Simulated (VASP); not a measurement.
# Ce (Fm-3m) in VASP: single point with PBE

Aim: the single point of Ce with PBE.

Program: VASP 6.6.1. These are calculated values, not measurements. Logs are shortened: lines on timing, memory, paths and dates and some standing lists are left out, and cuts for length are marked.

## 1. The cell of the first run

Symmetry: Fm-3m, No. 225, cubic system. Conventional cell: a = 4.726 Å, b = 4.726 Å, c = 4.726 Å, α = 90.00°, β = 90.00°, γ = 90.00°. Ce (site symmetry m-3m) has 12 Ce at 3.34 Å within 4.4 Å.

## 2. Single point, PBE

File INCAR:

```
SYSTEM = Ce
PREC = Accurate
ENCUT = 520
EDIFF = 1E-6
ISMEAR = 0
SIGMA = 0.05
LREAL = .FALSE.
LASPH = .TRUE.
NELM = 60
ALGO = Fast
ISIF = 2
LWAVE = .FALSE.
LCHARG = .FALSE.
GGA = PE
NBANDS = 12
```

File KPOINTS:

```
regular mesh
0
G
  14 14 14
  0 0 0
```

File POSCAR:

```
Ce
1.0
    0.0000000000      2.3630207503      2.3630207503
    2.3630207503      0.0000000000      2.3630207503
    2.3630207503      2.3630207503      0.0000000000
Ce
1
Direct
    0.0000000000      0.0000000000      0.0000000000
```

Potentials or basis: VASP PAW PBE potentials, release 64 (Ce).

On the command line:

```
$ cat potpaw_PBE.64/Ce/POTCAR > POTCAR
$ mpirun -np 1 vasp_std > vasp.out
```

OUTCAR:

```text
SYSTEM = Ce
   PREC = Accurate
   ENCUT = 520
   EDIFF = 1E-6
   ISMEAR = 0
   LREAL = .FALSE.
   LASPH = .TRUE.
   NELM = 60
   ISIF = 2
   GGA = PE

 ion  position               nearest neighbor table
   1  0.000  0.000  0.000-

  LATTYP: Found a face centered cubic cell.
 ALAT       =     4.7260415006

  Lattice vectors:

 A1 = (   0.0000000000,   2.3630207503,   2.3630207503)
 A2 = (   2.3630207503,   0.0000000000,   2.3630207503)
 A3 = (   2.3630207503,   2.3630207503,   0.0000000000)

Analysis of symmetry for initial positions (statically):
=====================================================================
 Subroutine PRICEL returns:
 Original cell was already a primitive cell.

 Routine SETGRP: Setting up the symmetry group for a
 face centered cubic supercell.

 Subroutine GETGRP returns: Found 48 space group operations
 (whereof 48 operations were pure point group operations)
 out of a pool of 48 trial point group operations.

The static configuration has the point symmetry O_h .

Analysis of symmetry for dynamics (positions and initial velocities):
=====================================================================
 Subroutine PRICEL returns:
 Original cell was already a primitive cell.

 Routine SETGRP: Setting up the symmetry group for a
 face centered cubic supercell.

 Subroutine GETGRP returns: Found 48 space group operations
 (whereof 48 operations were pure point group operations)
 out of a pool of 48 trial point group operations.

The dynamic configuration has the point symmetry O_h .

 Subroutine INISYM returns: Found 48 space group operations
 (whereof 48 operations are pure point group operations),
 and found     1 'primitive' translations

----------------------------------------------------------------------------------------

                                     Primitive cell

  volume of cell :      26.3896

  direct lattice vectors                    reciprocal lattice vectors
     0.000000000  2.363020750  2.363020750    -0.211593571  0.211593571  0.211593571
     2.363020750  0.000000000  2.363020750     0.211593571 -0.211593571  0.211593571
     2.363020750  2.363020750  0.000000000     0.211593571  0.211593571 -0.211593571

  length of vectors
     3.341815993  3.341815993  3.341815993     0.366490816  0.366490816  0.366490816

  position of ions in fractional coordinates (direct lattice)
     0.000000000  0.000000000  0.000000000

  ion indices of the primitive-cell ions
   primitive index   ion index
                 1           1

----------------------------------------------------------------------------------------

 KPOINTS: regular mesh

Automatic generation of k-mesh.
 Grid dimensions read from file:
 generate k-points for:   14   14   14

 Generating k-lattice:

  Cartesian coordinates                     Fractional coordinates (reciprocal lattice)
    -0.015113827  0.015113827  0.015113827     0.071428571  0.000000000  0.000000000
     0.015113827 -0.015113827  0.015113827     0.000000000  0.071428571  0.000000000
     0.015113827  0.015113827 -0.015113827     0.000000000  0.000000000  0.071428571

  Length of vectors
     0.026177915  0.026177915  0.026177915

  Shift w.r.t. Gamma in fractional coordinates (k-lattice)
     0.000000000  0.000000000  0.000000000

 Subroutine IBZKPT returns following result:
 ===========================================

 Found    104 irreducible k-points:

 Following reciprocal coordinates:
            Coordinates               Weight
  0.000000  0.000000  0.000000      1.000000
  0.071429  0.000000  0.000000      8.000000
  0.142857  0.000000  0.000000      8.000000
  0.214286  0.000000  0.000000      8.000000
  0.285714  0.000000  0.000000      8.000000
  0.357143  0.000000  0.000000      8.000000
[... 16 lines left out ...]
  0.214286  0.142857  0.000000     24.000000
  0.285714  0.142857  0.000000     24.000000
 [... further k-points ...]
   k-points           NKPTS =    104   k-points in BZ     NKDIM =    104   number of bands    NBANDS=     12
   number of dos      NEDOS =    301   number of ions     NIONS =      1
   total plane-waves  NPLWV =  21952
   dimension x,y,z NGX =    28 NGY =   28 NGZ =   28
   dimension x,y,z NGXF=    56 NGYF=   56 NGZF=   56
   ions per type =               1
   NGX,Y,Z   is equivalent  to a cutoff of  13.93, 13.93, 13.93 a.u.
   NGXF,Y,Z  is equivalent  to a cutoff of  27.86, 27.86, 27.86 a.u.
 SYSTEM =  Ce
   PREC   = accura    normal or accurate (medium, high low for compatibility)
   ISTART =      0    job   : 0-new  1-cont  2-samecut
   ICHARG =      2    charge: 1-file 2-atom 10-const
   ISPIN  =      1    spin polarized calculation?
   LNONCOLLINEAR =      F non collinear calculations
   LSORBIT =      F    spin-orbit coupling
   LASPH  =      T    aspherical Exc in radial PAW
   ENCUT  =  520.0 eV  38.22 Ry    6.18 a.u.   6.21  6.21  6.21*2*pi/ulx,y,z
   NELM   =     60;   NELMIN=  2; NELMDL= -5     # of ELM steps
   EDIFF  = 0.1E-05   stopping-criterion for ELM
   LREAL  =      F    real-space projection
   EDIFFG = 0.1E-04   stopping-criterion for IOM
   NSW    =      0    number of steps for IOM
   IBRION =     -1    ionic relax: 0-MD 1-quasi-New 2-CG
   NFREE  =      0    steps in history (QN), initial steepest desc. (CG)
   ISIF   =      2    stress and relaxation
   ISYM   =      2    0-nonsym 1-usesym 2-fastsym
   POTIM  = 0.5000    time-step for ionic-motion
   TEBEG  =    0.0;   TEEND  =   0.0 temperature during run
   PSTRESS=    0.0 pullay stress
   NELECT =      12.0000    total number of electrons
   NUPDOWN=      -1.0000    fix difference up-down
   EMIN   =  10.00;   EMAX   =-10.00  energy-range for DOS
   EFERMI =   0.00;   METHOD = LEGACY
   ISMEAR =     0;   SIGMA  =   0.05  broadening in eV -4-tet -1-fermi 0-gaus
   EFERMI_NEDOS =   21; number of points for ismear=-14 and -15
   IALGO  =     68    algorithm
   IMIX   =      4    mixing-type and parameters
     AMIX     =   0.40;   BMIX     =  1.00
     AMIX_MAG =   1.60;   BMIX_MAG =  1.00
  volume/ion in A,a.u.               =      26.39       178.09
  Fermi-wavevector in a.u.,A,eV,Ry     =   1.258899  2.378975 21.562892  1.584828
  Thomas-Fermi vector in A             =   2.392486
   LORBIT       =      0    0 simple, 1 ext, 2 COOP (PROOUT), +10 PAW based schemes
   GGA     = PE    functional components
   LHFCALC =     F    Hartree Fock is set to
   AEXX    =    0.0000 exact exchange contribution
   IVDW    =     0    specifies the selected vdW correction
   LEPSILON=     F    determine dielectric tensor
   LRPA    =     F    only Hartree local field effects (RPA)
 non-spin polarized calculation
 RMM-DIIS sequential band-by-band and
 Gauss-broadening in eV      SIGMA  =   0.05
  energy-cutoff  :      520.00
  volume of cell :       26.39
 maximum number of plane-waves:       725
 NGX is ok and might be reduce to    28
   NGX = 13   NGY = 13   NGZ = 13

 number of electron      12.0000000 magnetization

 Free energy of the ion-electron system (eV)
  ---------------------------------------------------
  ext. energy  EPLUGINS =         0.00000000
  ---------------------------------------------------
  free energy    TOTEN  =        -5.92758393 eV

  energy without entropy =       -5.92403869  energy(sigma->0) =       -5.92581131

 E-fermi :   9.4553     XC(G=0): -11.3039

 val. band max:        9.4488054173   @ k =  -0.2143   0.2143   0.0714
 cond. band min:       9.4598436218   @ k =   0.2857   0.0714   0.0000
 fundamental gap:      0.0110382045
 Fermi energy:         9.4553168250

 k-point     1 :       0.0000    0.0000    0.0000
  band No.  band energies     occupation
      1     -25.3162      2.00000
      2      -6.4693      2.00000
      3      -6.4693      2.00000
      4      -6.4693      2.00000
      5       6.5805      2.00000
      6       9.2382      2.00000
      7       9.8345      0.00000
      8       9.8345      0.00000
      9       9.8345      0.00000
     10      11.1616      0.00000
     11      11.1606      0.00000
     12      11.1615      0.00000

 k-point     2 :       0.0714    0.0000    0.0000
  band No.  band energies     occupation
      1     -25.2916      2.00000
      2      -6.6423      2.00000
      3      -6.4883      2.00000
      4      -6.4883      2.00000
      5       6.8121      2.00000
      6       9.1749      2.00000
      7       9.8141      0.00000
      8       9.8431      0.00000
      9       9.8431      0.00000
     10      11.1623      0.00000
     11      11.3827      0.00000
     12      11.3855      0.00000

 k-point     3 :       0.1429    0.0000    0.0000
  band No.  band energies     occupation
      1     -25.2217      2.00000
      2      -7.1026      2.00000
      3      -6.5409      2.00000
      4      -6.5409      2.00000
      5       7.3708      2.00000
      6       9.0770      2.00000
      7       9.7556      0.00000
      8       9.8690      0.00000
      9       9.8690      0.00000
     10      11.2071      0.00000
     11      11.7431      0.00000
     12      11.7431      0.00000
[... 286 lines left out ...]
 k-point    23 :       0.2143    0.1429    0.0000
  band No.  band energies     occupation
      1     -25.1130      2.00000
      2      -7.4754      2.00000
      3      -6.7815      2.00000
      4      -6.7571      2.00000
      5       8.1524      2.00000
      6       8.7166      2.00000
      7       9.5782      0.00051
      8       9.9572      0.00000
      9       9.9601      0.00000
     10      10.2079      0.00000
     11      10.2229      0.00000
     12      10.7623      0.00000

 k-point    24 :       0.2857    0.1429    0.0000
  band No.  band energies     occupation
      1     -25.0107      2.00000
      2      -8.0005      2.00000
      3      -6.8750      2.00000
      4      -6.8492      2.00000
      5       8.2445      2.00000
      6       8.9911      2.00000
      7       9.4926      0.29166
      8      10.0069      0.00000
      9      10.0452      0.00000
     10      10.1217      0.00000
     11      10.1753      0.00000
     12      10.4128      0.00000

 [... further k-points ...]
[... 5 lines left out ...]
  --------------------------------------------------------------------------------------
  -------------------------------------------------------------------------------------
  Total       -0.1588881     -0.1588881     -0.1588881     -0.0000000     -0.0000000      0.0000000
  in kB       -9.6464889     -9.6464889     -9.6464889     -0.0000000     -0.0000000      0.0000000
  external PRESSURE =      -9.6464889 kB  Pullay stress =       0.0000000 kB

 VOLUME and BASIS-vectors are now :
 -----------------------------------------------------------------------------
  energy-cutoff  :      520.00
  volume of cell :       26.39
      direct lattice vectors                 reciprocal lattice vectors
     0.000000000  2.363020750  2.363020750    -0.211593571  0.211593571  0.211593571
     2.363020750  0.000000000  2.363020750     0.211593571 -0.211593571  0.211593571
     2.363020750  2.363020750  0.000000000     0.211593571  0.211593571 -0.211593571

 POSITION                                       TOTAL-FORCE (eV/Angst)
 -----------------------------------------------------------------------------------
      0.00000      0.00000      0.00000        -0.000000     -0.000000     -0.000000
 -----------------------------------------------------------------------------------
    total drift:                                0.000000      0.000000     -0.000000

  FREE ENERGIE OF THE ION-ELECTRON SYSTEM (eV)
  ---------------------------------------------------
  free  energy   TOTEN  =        -5.9275839320 eV

  energy  without entropy=       -5.9240386871  energy(sigma->0) =       -5.92581131
```

It took 91 s on 1 thread of Intel Xeon Platinum 8488C (Sapphire Rapids), shared host; peak memory 0.19 GiB.

What came out:

```yaml
Free_energy: -5.9276 eV
Pressure: -1.0 GPa
Band_gap_on_the_k_mesh: zero (band 6 reaches 9.72 eV, above the bottom of band 7 at 9.33 eV)
```

Caveat: spin-orbit coupling is left out, which moves the levels of the heavy elements.
